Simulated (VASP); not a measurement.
A run of VASP 6.6.1 is set up as follows.

File INCAR:

```
ALGO     = Normal         # electronic algorithm
EDIFF    = 1E-6           # SCF threshold, eV
ENCUT    = 600            # plane-wave cutoff, eV
GGA      = PE             # functional
GGA_COMPAT= False        
ISIF     = 2              # what is computed and relaxed
ISMEAR   = -1             # smearing method
LASPH    = True           # aspherical terms in the spheres
LCHARG   = True           # write CHGCAR
LELF     = True           # ELF
LREAL    = False          # projectors in reciprocal space
LVHAR    = True         
LWAVE    = False          # write WAVECAR
NBANDS   = 94             # bands
NELM     = 120            # most SCF steps
PREC     = Accurate       # precision mode
SIGMA    = 0.01           # smearing width, eV
```

File KPOINTS:

```
k-points
0
Gamma
  1 1 1
```

The input POSCAR:

```
HfSiO4
1.0
    6.6465279200      0.0000000000      0.0000000000
    0.0000000000      6.6465279200      0.0000000000
    0.0000000000      0.0000000000      6.0147349600
Hf Si O
4 4 16
Direct
   -0.0005291118      0.0005291118      0.0000000000
    0.4994708882      0.5005291118      0.5000000000
    0.0005291118      0.4994708882      0.2500000000
    0.5005291118     -0.0005291118      0.7500000000
   -0.0004019702      0.5004019702      0.7500000000
    0.4995980298      0.0004019702      0.2500000000
    0.0004019702     -0.0004019702      0.5000000000
    0.5004019702      0.4995980298      0.0000000000
    0.0007124003      0.8156834396      0.3185036426
    0.5007124003      0.3156834396      0.8185036426
    0.1839640676      0.5006454359      0.5691485930
    0.6839640676      0.0006454359      0.0691485930
    0.3156834396      0.0007124003      0.0685036426
    0.8156834396      0.5007124003      0.5685036426
    0.0006454359      0.1839640676      0.3191485930
    0.5006454359      0.6839640676      0.8191485930
    0.3160359324      0.4993545641      0.1808514070
    0.8160359324     -0.0006454359      0.6808514070
   -0.0007124003      0.6843165604      0.9314963574
    0.4992875997      0.1843165604      0.4314963574
   -0.0006454359      0.3160359324      0.9308514070
    0.4993545641      0.8160359324      0.4308514070
    0.1843165604     -0.0007124003      0.6814963574
    0.6843165604      0.4992875997      0.1814963574
```

Potentials or basis: VASP PAW PBE potentials, release 64 (Hf_pv, Si, O).

Run with:

```console
$ cat potpaw_PBE.64/Hf_pv/POTCAR potpaw_PBE.64/Si/POTCAR potpaw_PBE.64/O/POTCAR > POTCAR
$ mpirun -np 1 vasp_gam > vasp.out
```

Problem. Predict the band gap on the k mesh.

Solution. 5.45 eV.

Problem. Predict the largest force.

Solution. 0.572 eV/Å.

Problem. What does it give for the pressure?

Solution. -1.0 GPa.

Forces in eV/Å, atoms in the order of the input:
```
Hf   0.059 -0.059  0.000
Hf   0.059 -0.059  0.000
Hf  -0.059  0.059  0.000
Hf  -0.059  0.059  0.000
Si  -0.033  0.033  0.000
Si  -0.033  0.033  0.000
Si   0.033 -0.033  0.000
Si   0.033 -0.033  0.000
O   -0.014 -0.205  0.524
O   -0.014 -0.205  0.524
O    0.240 -0.013  0.519
O    0.240 -0.013  0.519
O   -0.205 -0.014  0.524
O   -0.205 -0.014  0.524
O   -0.013  0.240  0.519
O   -0.013  0.240  0.519
O   -0.240  0.013 -0.519
O   -0.240  0.013 -0.519
O    0.014  0.205 -0.524
O    0.014  0.205 -0.524
O    0.013 -0.240 -0.519
O    0.013 -0.240 -0.519
O    0.205  0.014 -0.524
O    0.205  0.014 -0.524
```

Caveat: the k points lie up to 1.04 Å⁻¹ apart; spin-orbit coupling is left out, which moves the levels of the heavy elements. A k mesh can miss the band edges.
